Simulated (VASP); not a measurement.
RbBr:

```
Rb Br
1.0
     0.00000    3.34526    3.34526
     3.34526    0.00000    3.34526
     3.34526    3.34526    0.00000
Rb Br
1 1
Direct
  0.50000 0.50000 0.50000
  0.00000 0.00000 0.00000
```

The cell was built from a structure type or drawn by symmetry, and may not be a known phase.

```yaml
Program: VASP 6.6.1
Task: relaxation of cell and atoms
Functional: PBE
Potentials_or_basis: VASP PAW PBE potentials, release 64 (Rb_sv, Br)
Cutoff: 500 eV
k_mesh: 4 × 4 × 4
Occupations: gaussian, width 0.15 eV
Spin: no spin polarisation
```

At the start: pressure 2.5 GPa; volume 37.44 Å³/atom.

Problem. How do energy, volume and symmetry change on relaxing?

Solution. Over 3 steps the energy falls by 37.7 meV/atom and the volume is 44.24 Å³/atom (+18.2 %); space group Fm-3m (No. 225, to 0.1 Å) before and after.

Step by step:
```tsv
step	energy change (eV)	largest force (eV/Å)	pressure (GPa)	volume (Å³)
1	0.0000	0.0000	2.46	74.87
2	-0.0641	0.0000	0.86	81.29
3	-0.0755	0.0000	-0.26	88.48
```

Final structure:
```
Rb Br
1.0
     0.00000    3.53673    3.53673
     3.53673    0.00000    3.53673
     3.53673    3.53673    0.00000
Rb Br
1 1
Cartesian
  3.5367 3.5367 3.5367
  0.0000 0.0000 0.0000
```

Caveat: the volume moved by over 15 % at a fixed basis, so the end points are rough.
